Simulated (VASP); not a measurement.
# BP (Pm-3m) in VASP: a series of runs

The runs below take BP through single point, with LDA.

Program: VASP 6.6.1. These are calculated values, not measurements. Logs are shortened: lines on timing, memory, paths and dates and some standing lists are left out, and cuts for length are marked.

## (1) The cell of the first run

The structure is cubic, space group Pm-3m (No. 221). Conventional cell: a = 2.720 Å, b = 2.720 Å, c = 2.720 Å, α = 90.00°, β = 90.00°, γ = 90.00°. B (site symmetry m-3m) has 8 P at 2.36 Å and 6 B at 2.72 Å within 3.1 Å. P (site symmetry m-3m) has 8 B at 2.36 Å and 6 P at 2.72 Å within 3.1 Å.

## (2) Single point, LDA

Contents of INCAR:

```
SYSTEM = BP
ALGO     = Normal         ! electronic algorithm
EDIFF    = 1E-7           ! SCF threshold, eV
ENCUT    = 520            ! plane-wave cutoff, eV
ISIF     = 2              ! what is computed and relaxed
ISMEAR   = -1             ! smearing method
LASPH    = .True.         ! aspherical terms in the spheres
LCHARG   = .False.        ! write CHGCAR
LREAL    = .False.        ! projectors in reciprocal space
LWAVE    = .False.        ! write WAVECAR
NBANDS   = 11             ! bands
NELM     = 60             ! most SCF steps
PREC     = Accurate       ! precision mode
SIGMA    = 0.15           ! smearing width, eV
```

Contents of KPOINTS:

```
k-points
0
Gamma
  16 16 16
  0 0 0
```

Contents of POSCAR:

```
BP
1.0
    2.7202000000      0.0000000000      0.0000000000
    0.0000000000      2.7202000000      0.0000000000
    0.0000000000      0.0000000000      2.7202000000
B P
1 1
Direct
    0.0000000000      0.0000000000      0.0000000000
    0.5000000000      0.5000000000      0.5000000000
```

Potentials or basis: VASP PAW LDA potentials, release 64 (B, P).

Launch:

```console
> cat potpaw_LDA.64/B/POTCAR potpaw_LDA.64/P/POTCAR > POTCAR
> mpirun -np 1 vasp_std > vasp.out
```

OUTCAR:

```text
SYSTEM = BP
   EDIFF = 1E-7
   ENCUT = 520
   ISIF = 2
   ISMEAR = -1
   LASPH = .True.
   LREAL = .False.
   NELM = 60
   PREC = Accurate

 ion  position               nearest neighbor table
   1  0.000  0.000  0.000-   2 2.36   2 2.36   2 2.36   2 2.36   2 2.36   2 2.36   2 2.36   2 2.36

   2  0.500  0.500  0.500-   1 2.36   1 2.36   1 2.36   1 2.36   1 2.36   1 2.36   1 2.36   1 2.36

  LATTYP: Found a simple cubic cell.
 ALAT       =     2.7202000000

  Lattice vectors:

 A1 = (   2.7202000000,   0.0000000000,   0.0000000000)
 A2 = (   0.0000000000,   2.7202000000,   0.0000000000)
 A3 = (   0.0000000000,   0.0000000000,   2.7202000000)

Analysis of symmetry for initial positions (statically):
=====================================================================
 Subroutine PRICEL returns:
 Original cell was already a primitive cell.

 Routine SETGRP: Setting up the symmetry group for a
 simple cubic supercell.

 Subroutine GETGRP returns: Found 48 space group operations
 (whereof 48 operations were pure point group operations)
 out of a pool of 48 trial point group operations.

The static configuration has the point symmetry O_h .

Analysis of symmetry for dynamics (positions and initial velocities):
=====================================================================
 Subroutine PRICEL returns:
 Original cell was already a primitive cell.

 Routine SETGRP: Setting up the symmetry group for a
 simple cubic supercell.

 Subroutine GETGRP returns: Found 48 space group operations
 (whereof 48 operations were pure point group operations)
 out of a pool of 48 trial point group operations.

The dynamic configuration has the point symmetry O_h .

 Subroutine INISYM returns: Found 48 space group operations
 (whereof 48 operations are pure point group operations),
 and found     1 'primitive' translations

----------------------------------------------------------------------------------------

                                     Primitive cell

  volume of cell :      20.1281

  direct lattice vectors                    reciprocal lattice vectors
     2.720200000  0.000000000  0.000000000     0.367620028  0.000000000  0.000000000
     0.000000000  2.720200000  0.000000000     0.000000000  0.367620028  0.000000000
     0.000000000  0.000000000  2.720200000     0.000000000  0.000000000  0.367620028

  length of vectors
     2.720200000  2.720200000  2.720200000     0.367620028  0.367620028  0.367620028

  position of ions in fractional coordinates (direct lattice)
     0.000000000  0.000000000  0.000000000
     0.500000000  0.500000000  0.500000000

  ion indices of the primitive-cell ions
   primitive index   ion index
                 1           1
                 2           2

----------------------------------------------------------------------------------------

 KPOINTS: k-points

Automatic generation of k-mesh.
 Grid dimensions read from file:
 generate k-points for:   16   16   16

 Generating k-lattice:

  Cartesian coordinates                     Fractional coordinates (reciprocal lattice)
     0.022976252  0.000000000  0.000000000     0.062500000  0.000000000  0.000000000
     0.000000000  0.022976252  0.000000000     0.000000000  0.062500000  0.000000000
     0.000000000  0.000000000  0.022976252     0.000000000  0.000000000  0.062500000

  Length of vectors
     0.022976252  0.022976252  0.022976252

  Shift w.r.t. Gamma in fractional coordinates (k-lattice)
     0.000000000  0.000000000  0.000000000

 Subroutine IBZKPT returns following result:
 ===========================================

 Found    165 irreducible k-points:

 Following reciprocal coordinates:
            Coordinates               Weight
  0.000000  0.000000  0.000000      1.000000
  0.062500  0.000000  0.000000      6.000000
  0.125000  0.000000  0.000000      6.000000
  0.187500  0.000000  0.000000      6.000000
  0.250000  0.000000  0.000000      6.000000
  0.312500  0.000000  0.000000      6.000000
[... 16 lines left out ...]
  0.437500  0.125000  0.000000     24.000000
  0.500000  0.125000  0.000000     12.000000
 [... further k-points ...]
   k-points           NKPTS =    165   k-points in BZ     NKDIM =    165   number of bands    NBANDS=     11
   number of dos      NEDOS =    301   number of ions     NIONS =      2
   total plane-waves  NPLWV =   8000
   dimension x,y,z NGX =    20 NGY =   20 NGZ =   20
   dimension x,y,z NGXF=    40 NGYF=   40 NGZF=   40
   ions per type =               1   1
   NGX,Y,Z   is equivalent  to a cutoff of  12.22, 12.22, 12.22 a.u.
   NGXF,Y,Z  is equivalent  to a cutoff of  24.45, 24.45, 24.45 a.u.
 SYSTEM =  BP
   PREC   = accura    normal or accurate (medium, high low for compatibility)
   ISTART =      0    job   : 0-new  1-cont  2-samecut
   ICHARG =      2    charge: 1-file 2-atom 10-const
   ISPIN  =      1    spin polarized calculation?
   LNONCOLLINEAR =      F non collinear calculations
   LSORBIT =      F    spin-orbit coupling
   LASPH  =      T    aspherical Exc in radial PAW
   ENCUT  =  520.0 eV  38.22 Ry    6.18 a.u.   5.06  5.06  5.06*2*pi/ulx,y,z
   NELM   =     60;   NELMIN=  2; NELMDL= -5     # of ELM steps
   EDIFF  = 0.1E-06   stopping-criterion for ELM
   LREAL  =      F    real-space projection
   EDIFFG = 0.1E-05   stopping-criterion for IOM
   NSW    =      0    number of steps for IOM
   IBRION =     -1    ionic relax: 0-MD 1-quasi-New 2-CG
   NFREE  =      0    steps in history (QN), initial steepest desc. (CG)
   ISIF   =      2    stress and relaxation
   ISYM   =      2    0-nonsym 1-usesym 2-fastsym
   POTIM  = 0.5000    time-step for ionic-motion
   TEBEG  =    0.0;   TEEND  =   0.0 temperature during run
   PSTRESS=    0.0 pullay stress
   NELECT =       8.0000    total number of electrons
   NUPDOWN=      -1.0000    fix difference up-down
   EMIN   =  10.00;   EMAX   =-10.00  energy-range for DOS
   EFERMI =   0.00;   METHOD = LEGACY
   ISMEAR =    -1;   SIGMA  =   0.15  broadening in eV -4-tet -1-fermi 0-gaus
   EFERMI_NEDOS =   21; number of points for ismear=-14 and -15
   IALGO  =     38    algorithm
   IMIX   =      4    mixing-type and parameters
     AMIX     =   0.40;   BMIX     =  1.00
     AMIX_MAG =   1.60;   BMIX_MAG =  1.00
  volume/ion in A,a.u.               =      10.06        67.92
  Fermi-wavevector in a.u.,A,eV,Ry     =   1.203660  2.274588 19.712100  1.448798
  Thomas-Fermi vector in A             =   2.339408
   LORBIT       =      0    0 simple, 1 ext, 2 COOP (PROOUT), +10 PAW based schemes
   GGA     = CA    functional components
   LHFCALC =     F    Hartree Fock is set to
   AEXX    =    0.0000 exact exchange contribution
   IVDW    =     0    specifies the selected vdW correction
   LEPSILON=     F    determine dielectric tensor
   LRPA    =     F    only Hartree local field effects (RPA)
 non-spin polarized calculation
  energy-cutoff  :      520.00
  volume of cell :       20.13
 maximum number of plane-waves:       554
   NGX = 11   NGY = 11   NGZ = 11

 number of electron       7.9999998 magnetization

 Free energy of the ion-electron system (eV)
  ---------------------------------------------------
  ext. energy  EPLUGINS =         0.00000000
  ---------------------------------------------------
  free energy    TOTEN  =       -10.78126394 eV

  energy without entropy =      -10.72104555  energy(sigma->0) =      -10.75115474

 E-fermi :  10.0592     XC(G=0): -12.1269

 val. band max:       10.0429872271   @ k =   0.4375   0.2500   0.2500
 cond. band min:      10.0771141048   @ k =   0.2500   0.0625   0.0000
 fundamental gap:      0.0341268777
 Fermi energy:        10.0592245510

 k-point     1 :       0.0000    0.0000    0.0000
  band No.  band energies     occupation
      1      -6.9825      2.00000
      2       8.9422      1.99883
      3       8.9422      1.99883
      4       8.9422      1.99883
      5      12.2113      0.00000
      6      14.4985      0.00000
      7      14.4985      0.00000
      8      20.6576      0.00000
      9      20.6576      0.00000
     10      20.6576      0.00000
     11      27.9506      0.00000

 k-point     2 :       0.0625    0.0000    0.0000
  band No.  band energies     occupation
      1      -6.9121      2.00000
      2       8.1674      1.99999
      3       9.0095      1.99817
      4       9.0095      1.99817
      5      12.4558      0.00000
      6      14.5685      0.00000
      7      15.1756      0.00000
      8      20.4271      0.00000
      9      20.4271      0.00000
     10      20.5245      0.00000
     11      27.9305      0.00000

 k-point     3 :       0.1250    0.0000    0.0000
  band No.  band energies     occupation
      1      -6.7013      2.00000
      2       6.6329      2.00000
      3       9.2109      1.99303
      4       9.2109      1.99303
      5      12.7619      0.00000
      6      14.7771      0.00000
      7      16.8180      0.00000
      8      19.7807      0.00000
      9      19.7807      0.00000
     10      20.1774      0.00000
     11      27.9217      0.00000

 k-point     4 :       0.1875    0.0000    0.0000
  band No.  band energies     occupation
      1      -6.3519      2.00000
      2       4.9668      2.00000
      3       9.5455      1.93693
      4       9.5455      1.93693
      5      13.0548      0.00000
      6      15.1191      0.00000
      7      18.5588      0.00000
      8      18.8322      0.00000
      9      18.8322      0.00000
     10      19.9860      0.00000
     11      27.9995      0.00000

 k-point     5 :       0.2500    0.0000    0.0000
  band No.  band energies     occupation
      1      -5.8675      2.00000
      2       3.3418      2.00000
      3      10.0115      1.15782
      4      10.0115      1.15782
      5      13.3958      0.00000
      6      15.5835      0.00000
      7      17.7109      0.00000
      8      17.7109      0.00000
      9      18.5614      0.00000
     10      21.6006      0.00000
     11      26.7271      0.00000
[... 211 lines left out ...]
 k-point    21 :       0.3125    0.1250    0.0000
  band No.  band energies     occupation
      1      -4.9728      2.00000
      2       2.0880      2.00000
      3       8.2951      1.99998
      4      10.8630      0.00937
      5      14.1599      0.00000
      6      14.7903      0.00000
      7      16.5934      0.00000
      8      18.0834      0.00000
      9      18.9707      0.00000
     10      24.1636      0.00000
     11      25.6813      0.00000

 k-point    22 :       0.3750    0.1250    0.0000
  band No.  band energies     occupation
      1      -4.2533      2.00000
      2       0.7096      2.00000
      3       9.0113      1.99815
      4      11.5731      0.00008
      5      13.0481      0.00000
      6      15.2079      0.00000
      7      15.4888      0.00000
      8      17.9208      0.00000
      9      19.0400      0.00000
     10      24.7230      0.00000
     11      26.2843      0.00000

 k-point    23 :       0.4375    0.1250    0.0000
  band No.  band energies     occupation
      1      -3.4995      2.00000
      2      -0.4426      2.00000
      3       9.8359      1.63190
      4      11.9290      0.00001
      5      12.3896      0.00000
      6      14.4144      0.00000
      7      15.7258      0.00000
      8      17.3667      0.00000
      9      19.4604      0.00000
     10      23.9372      0.00000
     11      27.0627      0.00000

 k-point    24 :       0.5000    0.1250    0.0000
  band No.  band energies     occupation
      1      -3.0655      2.00000
      2      -1.0098      2.00000
      3      10.5494      0.07340
      4      11.1139      0.00177
      5      13.1105      0.00000
      6      13.6042      0.00000
      7      16.0471      0.00000
      8      17.0187      0.00000
      9      19.6681      0.00000
     10      23.6100      0.00000
     11      27.6370      0.00000

 [... further k-points ...]
[... 5 lines left out ...]
  --------------------------------------------------------------------------------------
  -------------------------------------------------------------------------------------
  Total       -0.7569819     -0.7569819     -0.7569819     -0.0000000      0.0000000     -0.0000000
  in kB      -60.2550657    -60.2550657    -60.2550657     -0.0000000      0.0000000     -0.0000000
  external PRESSURE =     -60.2550657 kB  Pullay stress =       0.0000000 kB

 VOLUME and BASIS-vectors are now :
 -----------------------------------------------------------------------------
  energy-cutoff  :      520.00
  volume of cell :       20.13
      direct lattice vectors                 reciprocal lattice vectors
     2.720200000  0.000000000  0.000000000     0.367620028  0.000000000  0.000000000
     0.000000000  2.720200000  0.000000000     0.000000000  0.367620028  0.000000000
     0.000000000  0.000000000  2.720200000     0.000000000  0.000000000  0.367620028

 POSITION                                       TOTAL-FORCE (eV/Angst)
 -----------------------------------------------------------------------------------
      0.00000      0.00000      0.00000         0.000000      0.000000      0.000000
      1.36010      1.36010      1.36010         0.000000      0.000000      0.000000
 -----------------------------------------------------------------------------------
    total drift:                                0.000000      0.000000      0.000000

  FREE ENERGIE OF THE ION-ELECTRON SYSTEM (eV)
  ---------------------------------------------------
  free  energy   TOTEN  =       -10.7812639351 eV

  energy  without entropy=      -10.7210455507  energy(sigma->0) =      -10.75115474
```

Wall time 30 s (1 thread of Intel Xeon 8259CL, shared host); peak memory 0.14 GiB.

Results:

```
Free energy            : -10.7813 eV
Pressure               : -6.0 GPa
Band gap on the k mesh : zero (bands 4 and 5 overlap by 6.01 eV)
```

Caveat: the cell stands under tension.

## (3) Single point, LDA

This run uses another cell than the first one, of 10.67 Å³/atom.

Contents of INCAR:

```
ALGO = Normal
EDIFF = 1E-6
ENCUT = 520
GGA = CA
ISIF = 2
ISMEAR = -1
LASPH = T
LCHARG = F
LREAL = F
LWAVE = F
NBANDS = 11
NELM = 60
PREC = Accurate
SIGMA = 0.15
```

Contents of KPOINTS:

```
k-points
0
Gamma
  16 16 16
```

Contents of POSCAR:

```
BP
1.0
    2.7740000000      0.0000000000      0.0000000000
    0.0000000000      2.7740000000      0.0000000000
    0.0000000000      0.0000000000      2.7740000000
B P
1 1
Direct
    0.0000000000      0.0000000000      0.0000000000
    0.5000000000      0.5000000000      0.5000000000
```

Potentials or basis: VASP PAW LDA potentials, release 64 (B, P).

Launch:

```console
> cat potpaw_LDA.64/B/POTCAR potpaw_LDA.64/P/POTCAR > POTCAR
> mpirun -np 1 vasp_std > vasp.out
```

OUTCAR:

```text
EDIFF = 1E-6
   ENCUT = 520
   GGA = CA
   ISIF = 2
   ISMEAR = -1
   LASPH = T
   LREAL = F
   NELM = 60
   PREC = Accurate

 ion  position               nearest neighbor table
   1  0.000  0.000  0.000-   2 2.40   2 2.40   2 2.40   2 2.40   2 2.40   2 2.40   2 2.40   2 2.40

   2  0.500  0.500  0.500-   1 2.40   1 2.40   1 2.40   1 2.40   1 2.40   1 2.40   1 2.40   1 2.40

  LATTYP: Found a simple cubic cell.
 ALAT       =     2.7740000000

  Lattice vectors:
[... 513 lines left out ...]
      4      10.3206      0.00165
      5      12.2821      0.00000
      6      12.5464      0.00000
      7      14.8824      0.00000
      8      15.7195      0.00000
      9      18.6706      0.00000
     10      22.5702      0.00000
     11      26.3214      0.00000

 [... further k-points ...]
[... 5 lines left out ...]
  --------------------------------------------------------------------------------------
  -------------------------------------------------------------------------------------
  Total       -1.6420972     -1.6420972     -1.6420972      0.0000000     -0.0000000     -0.0000000
  in kB     -123.2508952   -123.2508952   -123.2508952      0.0000000     -0.0000000     -0.0000000
  external PRESSURE =    -123.2508952 kB  Pullay stress =       0.0000000 kB

 VOLUME and BASIS-vectors are now :
 -----------------------------------------------------------------------------
  energy-cutoff  :      520.00
  volume of cell :       21.35
      direct lattice vectors                 reciprocal lattice vectors
     2.774000000  0.000000000  0.000000000     0.360490267  0.000000000  0.000000000
     0.000000000  2.774000000  0.000000000     0.000000000  0.360490267  0.000000000
     0.000000000  0.000000000  2.774000000     0.000000000  0.000000000  0.360490267

 POSITION                                       TOTAL-FORCE (eV/Angst)
 -----------------------------------------------------------------------------------
      0.00000      0.00000      0.00000         0.000000      0.000000      0.000000
      1.38700      1.38700      1.38700         0.000000      0.000000      0.000000
 -----------------------------------------------------------------------------------
    total drift:                               -0.000000     -0.000000     -0.000000

  FREE ENERGIE OF THE ION-ELECTRON SYSTEM (eV)
  ---------------------------------------------------
  free  energy   TOTEN  =       -10.7106725206 eV

  energy  without entropy=      -10.6481397256  energy(sigma->0) =      -10.67940612
```

stdout:

```text
POSCAR found type information on POSCAR B P
 POSCAR found :  2 types and       2 ions
 scaLAPACK will be used
 LDA part: xc-table for (Slater(with rela. corr.)+CA(PZ))
 , standard interpolation
 POSCAR, INCAR and KPOINTS ok, starting setup
 FFT: planning ... GRIDC
 FFT: planning ... GRID_SOFT
 FFT: planning ... GRID
 WAVECAR not read
 entering main loop
```

Run time: 32 s. Hardware: 1 thread of Intel Xeon 8259CL, shared host; peak memory 0.15 GiB.

What came out:

| Item | Value |
| --- | --- |
| Free energy | -10.7107 eV |
| Pressure | -12.3 GPa |
| Band gap on the k mesh | zero (bands 4 and 5 overlap by 5.89 eV) |

Levels at points of the mesh, in eV from the Fermi level:
```
           k point  band 1  band 2  band 3  band 4  band 5  band 6  band 7  band 8  band 9
(0.00, 0.00, 0.00)  -16.41   -1.04   -1.04   -1.04    1.52    4.61    4.61    9.95    9.95
(0.50, 0.00, 0.00)  -12.99  -10.83    2.81    2.81    3.09    3.09    4.48    5.64    7.52
(0.50, 0.50, 0.00)   -9.24   -7.59   -7.59   -5.73    4.81    4.94    7.81    7.81   11.56
(0.50, 0.50, 0.50)   -5.98   -3.53   -3.53   -3.53   -2.74   -2.74   -2.74   -1.64   19.77
```

Caveat: the cell stands under tension.

The gap in the log of VASP goes by the Fermi energy; the results here count the filled bands.